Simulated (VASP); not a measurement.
# Mg (Fd-3m) in VASP: notebook

Runs on Mg. Level: PBE. Tasks: single point.

Everything below comes from runs of VASP 6.6.1. Logs are shortened: lines on timing, memory, paths and dates and some standing lists are left out, and cuts for length are marked.

## (1) The cell of the first run

It takes space group Fd-3m (No. 227, cubic). Conventional cell: a = 6.375 Å, b = 6.375 Å, c = 6.375 Å, α = 90.00°, β = 90.00°, γ = 90.00°. Within 3.6 Å of Mg (site symmetry -43m) lie 4 Mg at 2.76 Å.

## (2) Single point, PBE (volume scaled by 0.8)

Contents of INCAR:

```
ALGO = Normal ; EDIFF = 1E-6
ENCUT = 520 ; GGA = PE
ISIF = 2 ; ISMEAR = -1
LASPH = True ; LCHARG = False
LREAL = False ; LWAVE = False
NBANDS = 9 ; NELM = 60
PREC = Accurate ; SIGMA = 0.1
```

Contents of KPOINTS:

```
k-points
0
Gamma
  12 12 12
```

Contents of POSCAR:

```
Mg
1.0
    0.0000000000      3.1873865036      3.1873865036
    3.1873865036      0.0000000000      3.1873865036
    3.1873865036      3.1873865036      0.0000000000
Mg
2
Direct
   -0.1250000000     -0.1250000000     -0.1250000000
    0.1250000000      0.1250000000      0.1250000000
```

Potentials or basis: VASP PAW PBE potentials, release 64 (Mg).

Command:

```
$ cat potpaw_PBE.64/Mg/POTCAR > POTCAR
$ mpirun -np 1 vasp_std > vasp.out
```

OUTCAR:

```text
EDIFF = 1E-6
   ENCUT = 520
   GGA = PE
   ISIF = 2
   ISMEAR = -1
   LASPH = True
   LREAL = False
   NELM = 60
   PREC = Accurate

 ion  position               nearest neighbor table
   1  0.875  0.875  0.875-   2 2.76   2 2.76   2 2.76   2 2.76
   2  0.125  0.125  0.125-   1 2.76   1 2.76   1 2.76   1 2.76

  LATTYP: Found a face centered cubic cell.
 ALAT       =     6.3747730072

  Lattice vectors:

 A1 = (   0.0000000000,   3.1873865036,   3.1873865036)
 A2 = (   3.1873865036,   0.0000000000,   3.1873865036)
 A3 = (   3.1873865036,   3.1873865036,   0.0000000000)

Analysis of symmetry for initial positions (statically):
=====================================================================
 Subroutine PRICEL returns:
 Original cell was already a primitive cell.

 Routine SETGRP: Setting up the symmetry group for a
 face centered cubic supercell.

 Subroutine GETGRP returns: Found 48 space group operations
 (whereof 12 operations were pure point group operations)
 out of a pool of 48 trial point group operations.

The static configuration has the point symmetry D_3d.
 The point group associated with its full space group is O_h .

Analysis of symmetry for dynamics (positions and initial velocities):
=====================================================================
 Subroutine PRICEL returns:
 Original cell was already a primitive cell.

 Routine SETGRP: Setting up the symmetry group for a
 face centered cubic supercell.

 Subroutine GETGRP returns: Found 48 space group operations
 (whereof 12 operations were pure point group operations)
 out of a pool of 48 trial point group operations.

The dynamic configuration has the point symmetry D_3d.
 The point group associated with its full space group is O_h .

 Subroutine INISYM returns: Found 48 space group operations
 (whereof 12 operations are pure point group operations),
 and found     1 'primitive' translations

----------------------------------------------------------------------------------------

                                     Primitive cell

  volume of cell :      64.7641

  direct lattice vectors                    reciprocal lattice vectors
     0.000000000  3.187386504  3.187386504    -0.156868331  0.156868331  0.156868331
     3.187386504  0.000000000  3.187386504     0.156868331 -0.156868331  0.156868331
     3.187386504  3.187386504  0.000000000     0.156868331  0.156868331 -0.156868331

  length of vectors
     4.507645222  4.507645222  4.507645222     0.271703919  0.271703919  0.271703919

  position of ions in fractional coordinates (direct lattice)
     0.875000000  0.875000000  0.875000000
     0.125000000  0.125000000  0.125000000

  ion indices of the primitive-cell ions
   primitive index   ion index
                 1           1
                 2           2

----------------------------------------------------------------------------------------

 KPOINTS: k-points

Automatic generation of k-mesh.
 Grid dimensions read from file:
 generate k-points for:   12   12   12

 Generating k-lattice:

  Cartesian coordinates                     Fractional coordinates (reciprocal lattice)
    -0.013072361  0.013072361  0.013072361     0.083333333  0.000000000  0.000000000
     0.013072361 -0.013072361  0.013072361     0.000000000  0.083333333  0.000000000
     0.013072361  0.013072361 -0.013072361     0.000000000  0.000000000  0.083333333

  Length of vectors
     0.022641993  0.022641993  0.022641993

  Shift w.r.t. Gamma in fractional coordinates (k-lattice)
     0.000000000  0.000000000  0.000000000

 Subroutine IBZKPT returns following result:
 ===========================================

 Found     72 irreducible k-points:

 Following reciprocal coordinates:
            Coordinates               Weight
  0.000000  0.000000  0.000000      1.000000
  0.083333  0.000000  0.000000      8.000000
  0.166667  0.000000  0.000000      8.000000
  0.250000  0.000000  0.000000      8.000000
  0.333333  0.000000  0.000000      8.000000
  0.416667  0.000000  0.000000      8.000000
[... 16 lines left out ...]
  0.500000  0.166667  0.000000     24.000000
 -0.416667  0.166667  0.000000     24.000000
 [... further k-points ...]
   k-points           NKPTS =     72   k-points in BZ     NKDIM =     72   number of bands    NBANDS=      9
   number of dos      NEDOS =    301   number of ions     NIONS =      2
   total plane-waves  NPLWV =  46656
   dimension x,y,z NGX =    36 NGY =   36 NGZ =   36
   dimension x,y,z NGXF=    72 NGYF=   72 NGZF=   72
   ions per type =               2
   NGX,Y,Z   is equivalent  to a cutoff of  13.28, 13.28, 13.28 a.u.
   NGXF,Y,Z  is equivalent  to a cutoff of  26.55, 26.55, 26.55 a.u.
 SYSTEM =  unknown system
   PREC   = accura    normal or accurate (medium, high low for compatibility)
   ISTART =      0    job   : 0-new  1-cont  2-samecut
   ICHARG =      2    charge: 1-file 2-atom 10-const
   ISPIN  =      1    spin polarized calculation?
   LNONCOLLINEAR =      F non collinear calculations
   LSORBIT =      F    spin-orbit coupling
   LASPH  =      T    aspherical Exc in radial PAW
   ENCUT  =  520.0 eV  38.22 Ry    6.18 a.u.   8.38  8.38  8.38*2*pi/ulx,y,z
   NELM   =     60;   NELMIN=  2; NELMDL= -5     # of ELM steps
   EDIFF  = 0.1E-05   stopping-criterion for ELM
   LREAL  =      F    real-space projection
   EDIFFG = 0.1E-04   stopping-criterion for IOM
   NSW    =      0    number of steps for IOM
   IBRION =     -1    ionic relax: 0-MD 1-quasi-New 2-CG
   NFREE  =      0    steps in history (QN), initial steepest desc. (CG)
   ISIF   =      2    stress and relaxation
   ISYM   =      2    0-nonsym 1-usesym 2-fastsym
   POTIM  = 0.5000    time-step for ionic-motion
   TEBEG  =    0.0;   TEEND  =   0.0 temperature during run
   PSTRESS=    0.0 pullay stress
   NELECT =       4.0000    total number of electrons
   NUPDOWN=      -1.0000    fix difference up-down
   EMIN   =  10.00;   EMAX   =-10.00  energy-range for DOS
   EFERMI =   0.00;   METHOD = LEGACY
   ISMEAR =    -1;   SIGMA  =   0.10  broadening in eV -4-tet -1-fermi 0-gaus
   EFERMI_NEDOS =   21; number of points for ismear=-14 and -15
   IALGO  =     38    algorithm
   IMIX   =      4    mixing-type and parameters
     AMIX     =   0.40;   BMIX     =  1.00
     AMIX_MAG =   1.60;   BMIX_MAG =  1.00
  volume/ion in A,a.u.               =      32.38       218.52
  Fermi-wavevector in a.u.,A,eV,Ry     =   0.647118  1.222876  5.697598  0.418762
  Thomas-Fermi vector in A             =   1.715322
   LORBIT       =      0    0 simple, 1 ext, 2 COOP (PROOUT), +10 PAW based schemes
   GGA     = PE    functional components
   LHFCALC =     F    Hartree Fock is set to
   AEXX    =    0.0000 exact exchange contribution
   IVDW    =     0    specifies the selected vdW correction
   LEPSILON=     F    determine dielectric tensor
   LRPA    =     F    only Hartree local field effects (RPA)
 non-spin polarized calculation
  energy-cutoff  :      520.00
  volume of cell :       64.76
 maximum number of plane-waves:      1807
 NGX is ok and might be reduce to    36
   NGX = 17   NGY = 17   NGZ = 17

 number of electron       4.0000000 magnetization

 Free energy of the ion-electron system (eV)
  ---------------------------------------------------
  ext. energy  EPLUGINS =         0.00000000
  ---------------------------------------------------
  free energy    TOTEN  =        -1.32465733 eV

  energy without entropy =       -1.28321625  energy(sigma->0) =       -1.30393679

 E-fermi :   0.8492     XC(G=0):  -7.3089

 val. band max:        0.8487666057   @ k =  -0.4167   0.3333   0.1667
 cond. band min:       0.8571940720   @ k =  -0.3333   0.5000   0.1667
 fundamental gap:      0.0084274663
 Fermi energy:         0.8491790152

 k-point     1 :       0.0000    0.0000    0.0000
  band No.  band energies     occupation
      1      -4.7429      2.00000
      2       4.6145      0.00000
      3       4.6145      0.00000
      4       4.6145      0.00000
      5       5.6324      0.00000
      6       5.6324      0.00000
      7       5.6324      0.00000
      8       8.3269      0.00000
      9       8.6498      0.00000

 k-point     2 :       0.0833    0.0000    0.0000
  band No.  band energies     occupation
      1      -4.6687      2.00000
      2       3.8165      0.00000
      3       4.4348      0.00000
      4       4.4348      0.00000
      5       5.8819      0.00000
      6       5.8819      0.00000
      7       5.9095      0.00000
      8       8.2999      0.00000
      9       8.3005      0.00000

 k-point     3 :       0.1667    0.0000    0.0000
  band No.  band energies     occupation
      1      -4.4472      2.00000
      2       2.5531      0.00000
      3       4.1427      0.00000
      4       4.1427      0.00000
      5       5.9396      0.00000
      6       6.2586      0.00000
      7       6.2586      0.00000
      8       7.9163      0.00000
      9       7.9163      0.00000

 k-point     4 :       0.2500    0.0000    0.0000
  band No.  band energies     occupation
      1      -4.0820      2.00000
      2       1.2925      0.02348
      3       3.9043      0.00000
      4       3.9043      0.00000
      5       5.8165      0.00000
      6       6.2233      0.00000
      7       6.2233      0.00000
      8       8.1918      0.00000
      9       8.1918      0.00000
[... 205 lines left out ...]
 k-point    22 :       0.4167    0.1667    0.0000
  band No.  band energies     occupation
      1      -3.1326      2.00000
      2      -0.0134      1.99964
      3       2.4828      0.00000
      4       2.8616      0.00000
      5       4.6194      0.00000
      6       6.8689      0.00000
      7       7.1470      0.00000
      8       7.7365      0.00000
      9       9.7425      0.00000

 k-point    23 :       0.5000    0.1667    0.0000
  band No.  band energies     occupation
      1      -2.5405      2.00000
      2      -0.9114      2.00000
      3       2.1569      0.00000
      4       2.9437      0.00000
      5       4.6491      0.00000
      6       6.8009      0.00000
      7       7.1486      0.00000
      8       8.4722      0.00000
      9       9.5612      0.00000

 k-point    24 :      -0.4167    0.1667    0.0000
  band No.  band energies     occupation
      1      -2.3905      2.00000
      2      -1.1034      2.00000
      3       1.9269      0.00004
      4       3.1417      0.00000
      5       4.8422      0.00000
      6       6.5679      0.00000
      7       7.1120      0.00000
      8       9.4170      0.00000
      9       9.6797      0.00000

 [... further k-points ...]
[... 5 lines left out ...]
  --------------------------------------------------------------------------------------
  -------------------------------------------------------------------------------------
  Total        1.5209263      1.5209263      1.5209263     -0.0000000      0.0000000      0.0000000
  in kB       37.6256986     37.6256986     37.6256986     -0.0000000      0.0000000      0.0000000
  external PRESSURE =      37.6256986 kB  Pullay stress =       0.0000000 kB

 VOLUME and BASIS-vectors are now :
 -----------------------------------------------------------------------------
  energy-cutoff  :      520.00
  volume of cell :       64.76
      direct lattice vectors                 reciprocal lattice vectors
     0.000000000  3.187386504  3.187386504    -0.156868331  0.156868331  0.156868331
     3.187386504  0.000000000  3.187386504     0.156868331 -0.156868331  0.156868331
     3.187386504  3.187386504  0.000000000     0.156868331  0.156868331 -0.156868331

 POSITION                                       TOTAL-FORCE (eV/Angst)
 -----------------------------------------------------------------------------------
      5.57793      5.57793      5.57793        -0.000000      0.000000      0.000000
      0.79685      0.79685      0.79685         0.000000     -0.000000     -0.000000
 -----------------------------------------------------------------------------------
    total drift:                               -0.000000      0.000000      0.000000

  FREE ENERGIE OF THE ION-ELECTRON SYSTEM (eV)
  ---------------------------------------------------
  free  energy   TOTEN  =        -1.3246573271 eV

  energy  without entropy=       -1.2832162474  energy(sigma->0) =       -1.30393679
```

Wall time 12 s (1 thread of Intel Xeon 6975P-C (Granite Rapids), shared host); peak memory 0.21 GiB.

Results:

```yaml
Free_energy: -1.3247 eV
Pressure: 3.8 GPa
Band_gap_on_the_k_mesh: zero (band 2 reaches 4.61 eV, above the bottom of band 3 at 0.14 eV)
```

## (3) Single point, PBE (volume scaled by 0.8)

Contents of INCAR:

```
SYSTEM = Mg
PREC = Accurate
ENCUT = 520
EDIFF = 1E-6
ISMEAR = -1
SIGMA = 0.1
LREAL = .FALSE.
LASPH = .TRUE.
NELM = 60
ALGO = Normal
ISIF = 2
LWAVE = .FALSE.
LCHARG = .FALSE.
GGA = PE
NBANDS = 9
```

Contents of KPOINTS:

```
Automatic mesh
0
G
  12 12 12
  0 0 0
```

POSCAR is that of step 2.

Potentials or basis: VASP PAW PBE potentials, release 64 (Mg).

Command:

```
$ cat potpaw_PBE.64/Mg/POTCAR > POTCAR
$ mpirun -np 1 vasp_std > vasp.out
```

Run time: 12 s. Hardware: 1 thread of Intel Xeon 6975P-C (Granite Rapids), shared host; peak memory 0.21 GiB.

Results (log left out):

* Free energy: -1.3247 eV
* Pressure: 3.8 GPa
* Band gap on the k mesh: zero (band 2 reaches 4.61 eV, above the bottom of band 3 at 0.14 eV)

Levels at points of the mesh, in eV from the Fermi level:
| k point | band 1 | band 2 | band 3 | band 4 | band 5 | band 6 |
| --- | --- | --- | --- | --- | --- | --- |
| (0.00, 0.00, 0.00) | -5.59 | 3.77 | 3.77 | 3.77 | 4.78 | 4.78 |
| (0.50, 0.00, 0.00) | -3.44 | -2.26 | 2.79 | 2.79 | 4.71 | 4.71 |
| (0.50, 0.50, 0.00) | -2.14 | -2.14 | 1.11 | 1.11 | 2.60 | 2.60 |
